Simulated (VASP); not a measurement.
# Cs2Au (F-43m) in VASP: further runs, part 2 of 2

VASP 6.6.1.

### Step 3. Relaxation of cell and atoms, PBE

This run uses another cell than the first one, of 51.56 Å³/atom, 0.940 times its volume.

INCAR reads:

```
SYSTEM = Cs2Au
  ALGO = Fast
  EDIFF = 1E-6
  EDIFFG = -0.01
  ENCUT = 600
  GGA = PE
  IBRION = 2
  ISIF = 3
  ISMEAR = 0
  LASPH = .True.
  LCHARG = .False.
  LREAL = .False.
  LWAVE = .False.
  NELM = 100
  NSW = 100
  PREC = Accurate
  SIGMA = 0.1
```

KPOINTS reads:

```
k-points
0
Gamma
  10 10 10
  0 0 0
```

POSCAR reads:

```
Cs2Au
1.0
    0.0000000000      4.2606471965      4.2606471965
    4.2606471965      0.0000000000      4.2606471965
    4.2606471965      4.2606471965      0.0000000000
Cs Au
2 1
Direct
    0.0000000000      0.0000000000      0.0000000000
    0.7500000000      0.7500000000      0.7500000000
    0.2500000000      0.2500000000      0.2500000000
```

Potentials or basis: VASP PAW PBE potentials, release 64 (Cs_sv, Au).

On the command line:

```sh
$ cat potpaw_PBE.64/Cs_sv/POTCAR potpaw_PBE.64/Au/POTCAR > POTCAR
$ mpirun -np 1 vasp_std > vasp.out
```

OUTCAR:

```text
SYSTEM = Cs2Au
   EDIFF = 1E-6
   EDIFFG = -0.01
   ENCUT = 600
   GGA = PE
   IBRION = 2
   ISIF = 3
   ISMEAR = 0
   LASPH = .True.
   LREAL = .False.
   NELM = 100
   NSW = 100
   PREC = Accurate

 ion  position               nearest neighbor table
   1  0.000  0.000  0.000-
   2  0.750  0.750  0.750-
   3  0.250  0.250  0.250-

  LATTYP: Found a face centered cubic cell.
 ALAT       =     8.5212943930

  Lattice vectors:

 A1 = (   0.0000000000,   4.2606471965,   4.2606471965)
 A2 = (   4.2606471965,   0.0000000000,   4.2606471965)
 A3 = (   4.2606471965,   4.2606471965,   0.0000000000)

Analysis of symmetry for initial positions (statically):
=====================================================================
 Subroutine PRICEL returns:
 Original cell was already a primitive cell.

 Routine SETGRP: Setting up the symmetry group for a
 face centered cubic supercell.

 Subroutine GETGRP returns: Found 24 space group operations
 (whereof 24 operations were pure point group operations)
 out of a pool of 48 trial point group operations.

The static configuration has the point symmetry T_d .

Analysis of symmetry for dynamics (positions and initial velocities):
=====================================================================
 Subroutine PRICEL returns:
 Original cell was already a primitive cell.

 Routine SETGRP: Setting up the symmetry group for a
 face centered cubic supercell.

 Subroutine GETGRP returns: Found 24 space group operations
 (whereof 24 operations were pure point group operations)
 out of a pool of 48 trial point group operations.

The dynamic configuration has the point symmetry T_d .

 Subroutine INISYM returns: Found 24 space group operations
 (whereof 24 operations are pure point group operations),
 and found     1 'primitive' translations

[... 117 lines left out ...]
  volume/ion in A,a.u.               =      51.56       347.96
  Fermi-wavevector in a.u.,A,eV,Ry     =   0.936962  1.770601 11.944522  0.877898
  Thomas-Fermi vector in A             =   2.064025
   LORBIT       =      0    0 simple, 1 ext, 2 COOP (PROOUT), +10 PAW based schemes
   GGA     = PE    functional components
   LHFCALC =     F    Hartree Fock is set to
   AEXX    =    0.0000 exact exchange contribution
   IVDW    =     0    specifies the selected vdW correction
   LEPSILON=     F    determine dielectric tensor
   LRPA    =     F    only Hartree local field effects (RPA)
 conjugate gradient relaxation of ions
 non-spin polarized calculation
 RMM-DIIS sequential band-by-band and
 Gauss-broadening in eV      SIGMA  =   0.10
  energy-cutoff  :      600.00
  volume of cell :      154.69
 maximum number of plane-waves:      5194
   NGX = 25   NGY = 25   NGZ = 25

--------------------------------------- Ionic step        1  -------------------------------------------

 number of electron      28.9999998 magnetization

 Free energy of the ion-electron system (eV)
  ---------------------------------------------------
  ext. energy  EPLUGINS =         0.00000000
  ---------------------------------------------------
  free energy    TOTEN  =        -4.81168222 eV

  energy without entropy =       -4.77975558  energy(sigma->0) =       -4.79571890

------------------------ aborting loop because EDIFF is reached ----------------------------------------

  FORCE on cell =-STRESS in cart. coord.  units (eV):
  Direction    XX          YY          ZZ          XY          YZ          ZX
  --------------------------------------------------------------------------------------
  -------------------------------------------------------------------------------------
  Total        0.4709825      0.4709825      0.4709825      0.0000000      0.0000000     -0.0000000
  in kB        4.8781894      4.8781894      4.8781894      0.0000000      0.0000000     -0.0000000
  external PRESSURE =       4.8781894 kB  Pullay stress =       0.0000000 kB
[... 61 lines left out ...]
--------------------------------------- Ionic step        3  -------------------------------------------

 number of electron      29.0000000 magnetization

 Free energy of the ion-electron system (eV)
  ---------------------------------------------------
  ext. energy  EPLUGINS =         0.00000000
  ---------------------------------------------------
  free energy    TOTEN  =        -4.82786491 eV

  energy without entropy =       -4.79773220  energy(sigma->0) =       -4.81279855

 E-fermi :   2.2520     XC(G=0):  -7.2048

 val. band max:        2.2476439947   @ k =  -0.4000   0.2000   0.0000
 cond. band min:       2.2574521719   @ k =   0.5000   0.5000   0.0000
 fundamental gap:      0.0098081772
 Fermi energy:         2.2520111029

 k-point     1 :       0.0000    0.0000    0.0000
  band No.  band energies     occupation
      1     -21.9095      2.00000
      2     -21.4488      2.00000
      3      -8.9058      2.00000
      4      -8.9058      2.00000
      5      -8.9058      2.00000
      6      -8.1621      2.00000
[... 481 lines left out ...]
      5      -8.7590      2.00000
      6      -8.3470      2.00000
[... 10 lines left out ...]
     17       3.7976      0.00000
     18       4.2374      0.00000

 [... further k-points ...]
[... 5 lines left out ...]
  --------------------------------------------------------------------------------------
  -------------------------------------------------------------------------------------
  Total       -0.0245196     -0.0245196     -0.0245196     -0.0000000      0.0000000      0.0000000
  in kB       -0.2352385     -0.2352385     -0.2352385     -0.0000000      0.0000000      0.0000000
  external PRESSURE =      -0.2352385 kB  Pullay stress =       0.0000000 kB
[... 18 lines left out ...]
  FREE ENERGIE OF THE ION-ELECTRON SYSTEM (eV)
  ---------------------------------------------------
  free  energy   TOTEN  =        -4.8278649104 eV

  energy  without entropy=       -4.7977321974  energy(sigma->0) =       -4.81279855

 reached required accuracy - stopping structural energy minimisation
```

Wall time 6 min (1 thread of Intel Xeon Platinum 8488C (Sapphire Rapids), shared host); peak memory 0.45 GiB.

What came out:

```
Free energy                            : -4.8279 eV
Relaxed volume                         : 55.67 Å³/atom
Relaxed cell                           : a = 6.181 Å, b = 6.181 Å, c = 6.181 Å, α = 60.00°, β = 60.00°, γ = 60.00°
Space group after relaxing (to 0.05 Å) : F-43m (No. 216)
Energy gained by relaxing              : 5.4 meV/atom
Ionic steps                            : 3
Pressure after relaxing                : 0.0 GPa
```

The path:
```
step  energy change (eV)  largest force (eV/Å)  pressure (GPa)  volume (Å³)
   1              0.0000                0.0000            0.49       154.69
   2             -0.0088                0.0000            0.31       158.23
   3             -0.0162                0.0000           -0.02       167.00
```

Final structure:
```xyz
3
Lattice="0.0000 4.3708 4.3708 4.3708 0.0000 4.3708 4.3708 4.3708 0.0000" Properties=species:S:1:pos:R:3 pbc="T T T"
Cs    0.0000    0.0000    0.0000
Cs    6.5562    6.5562    6.5562
Au    2.1854    2.1854    2.1854
```

Caveat: spin-orbit coupling is left out, which moves the levels of the heavy elements.

### Step 4. Relaxation of cell and atoms, PBE

INCAR reads:

```
SYSTEM = Cs2Au
PREC     = Accurate       ! precision mode
ENCUT    = 600            ! plane-wave cutoff, eV
EDIFF    = 1E-6           ! SCF threshold, eV
ISMEAR   = 0              ! smearing method
SIGMA    = 0.1            ! smearing width, eV
LREAL    = .False.        ! projectors in reciprocal space
LASPH    = .True.         ! aspherical terms in the spheres
NELM     = 100            ! most SCF steps
ALGO     = Fast           ! electronic algorithm
ISIF     = 3              ! what is computed and relaxed
LWAVE    = .False.        ! write WAVECAR
LCHARG   = .False.        ! write CHGCAR
GGA      = PE             ! functional
IBRION   = 2              ! ionic algorithm
NSW      = 100            ! ionic steps
EDIFFG   = -0.01          ! ionic threshold
```

KPOINTS reads:

```
regular mesh
0
Gamma
  10 10 10
  0 0 0
```

POSCAR reads:

```
Cs2Au
1.0
    0.0000000000      4.3493531579      4.3493531579
    4.3493531579      0.0000000000      4.3493531579
    4.3493531579      4.3493531579      0.0000000000
Cs Au
2 1
Direct
    0.0000000000      0.0000000000      0.0000000000
    0.7500000000      0.7500000000      0.7500000000
    0.2500000000      0.2500000000      0.2500000000
```

On the command line:

```sh
$ cat potpaw_PBE.64/Cs_sv/POTCAR potpaw_PBE.64/Au/POTCAR > POTCAR
$ mpirun -np 1 vasp_std > vasp.out
```

It took 6.5 min on 1 thread of Intel Xeon Platinum 8488C (Sapphire Rapids), shared host; peak memory 0.47 GiB.

The run converged. Its results:

- Free energy: -4.8287 eV
- Relaxed volume: 55.47 Å³/atom
- Relaxed cell: a = 6.174 Å, b = 6.174 Å, c = 6.174 Å, α = 60.00°, β = 60.00°, γ = 60.00°
- Space group after relaxing (to 0.05 Å): F-43m (No. 216)
- Energy gained by relaxing: 0.1 meV/atom
- Ionic steps: 3
- Pressure after relaxing: 0.0 GPa

The path:
```tsv
step	energy change (eV)	largest force (eV/Å)	pressure (GPa)	volume (Å³)
1	0.0000	0.0000	0.07	164.55
2	-0.0002	0.0000	0.05	165.11
3	-0.0004	0.0000	0.00	166.41
```

Final structure:
```cif
data_structure
_symmetry_space_group_name_H-M 'P 1'
_symmetry_Int_Tables_number 1
_cell_length_a 6.1739
_cell_length_b 6.1739
_cell_length_c 6.1739
_cell_angle_alpha 60.000
_cell_angle_beta 60.000
_cell_angle_gamma 60.000
_cell_volume 166.41
loop_
_atom_site_label
_atom_site_type_symbol
_atom_site_fract_x
_atom_site_fract_y
_atom_site_fract_z
_atom_site_occupancy
Cs1 Cs 0.00000 0.00000 0.00000 1
Cs2 Cs 0.75000 0.75000 0.75000 1
Au1 Au 0.25000 0.25000 0.25000 1
```

Levels at points of the mesh, in eV from the Fermi level:
| k point | band 11 | band 12 | band 13 | band 14 | band 15 | band 16 | band 17 | band 18 |
| --- | --- | --- | --- | --- | --- | --- | --- | --- |
| (0.00, 0.00, 0.00) | -3.57 | -3.47 | -3.47 | -3.47 | 1.43 | 1.43 | 1.43 | 1.77 |
| (0.50, 0.00, 0.00) | -3.50 | -3.49 | -3.49 | -2.95 | -0.26 | 0.72 | 0.72 | 2.19 |
| (0.50, 0.50, 0.00) | -3.53 | -3.49 | -3.49 | -2.99 | 0.00 | 1.56 | 1.65 | 1.65 |

Caveat: spin-orbit coupling is left out, which moves the levels of the heavy elements.

### Step 5. The runs side by side

| task | cell | cutoff (eV) | gap on the mesh (eV) | pressure (GPa) | relaxed volume (Å³/atom) |
| --- | --- | --- | --- | --- | --- |
| single point | a = 6.151 Å, angles 60.0°, 3 atoms | 520 | none | 0.0 | - |
| relaxation of cell and atoms | relaxed from a = 6.025 Å, angles 60.0°, 3 atoms | 600 | none | 0.0 | 55.67 |
| relaxation of cell and atoms | relaxed from a = 6.151 Å, angles 60.0°, 3 atoms | 600 | none | 0.0 | 55.47 |

Alike in all rows: level PBE; potentials or basis VASP PAW PBE potentials, release 64 (Cs_sv, Au); no spin polarisation; k mesh 10 × 10 × 10; smearing gaussian 0.1 eV.

Caveats: spin-orbit coupling is left out, which moves the levels of the heavy elements.

Absolute energies hang on the potentials; compare differences alone.
